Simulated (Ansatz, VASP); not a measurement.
One calculation of LaHg2, two programs

File INCAR:

```
SYSTEM = LaHg2
ALGO = Normal
EDIFF = 1E-8
ENCUT = 410
GGA = CA
GGA_COMPAT = .False.
ISIF = 2
ISMEAR = -1
LASPH = .True.
LCHARG = .False.
LEFG = .True.
LMAXMIX = 6
LREAL = .False.
LWAVE = .False.
NBANDS = 32
NELM = 200
PREC = Accurate
SIGMA = 0.05
```

KPOINTS

```
k-points
0
Gamma
  7 7 8
  0 0 0
```

The input POSCAR:

```
LaHg2
1.0
    4.9580000000      0.0000000000      0.0000000000
   -2.4790000000      4.2937539520      0.0000000000
    0.0000000000      0.0000000000      3.6400000000
La Hg
1 2
Direct
    0.0000000000      0.0000000000      0.0000000000
    0.2933333333      0.6466666667      0.5000000000
    0.7066666667      0.3533333333      0.5000000000
```

Input for Ansatz:

```yaml
crystal:
  lattice:
    - [4.958, 0.0, 0.0]
    - [-2.479, 4.293753952, 0.0]
    - [0.0, 0.0, 3.64]
  atoms:
    - { symbol: La, position: [0.0, 0.0, 0.0] }
    - { symbol: Hg, position: [0.2933333333, 0.6466666667, 0.5] }
    - { symbol: Hg, position: [0.7066666667, 0.3533333333, 0.5] }
kpoints:
  mp_grid: { grid: [7, 7, 8] }
scf:
  occupations: { method: fermi_dirac, width: 0.05 }
hamiltonian:
  xc: lda
  pseudopotentials: { kind: paw }
output:
  forces: true
  stress: true
  eigenvalues: true
  efg: { contact_densities: true }
  populations: true
```

Change from the starting cell: shortest bond scaled by 0.88, PAW files.

Alike in both runs: task electric field gradients; functional LDA; k mesh 7 × 7 × 8; occupations fermi-dirac, width 0.05 eV; no spin polarisation.

```csv
,VASP,Ansatz
version,VASP 6.6.1,Ansatz 0.2.0
potentials or method,"VASP PAW LDA potentials, release 64 (La, Hg_sv_GW)","PAW with Ansatz's default frozen-core files, scalar-relativistic"
plane-wave cutoff (eV),410,420
valence electrons in the cell,51,51
```

VASP gave:

* rms of the force components (eV/Å): 1.367
* size of Vzz on the site where it differs most (V/Å²): 300.7

Question: Estimate Ansatz's values.

Answer: rms of the force components (eV/Å): 1.336; size of Vzz on the site where it differs most (V/Å²): 280.2.

LDA's correlation is that of Perdew and Zunger in VASP and of Perdew and Wang (1992) in Ansatz. Atom by atom the forces differ by 0.031 eV/Å (rms over components). One of these differences is far larger than is usual between the two programs; its cause wasn't traced.

Neither program's run includes spin-orbit coupling.
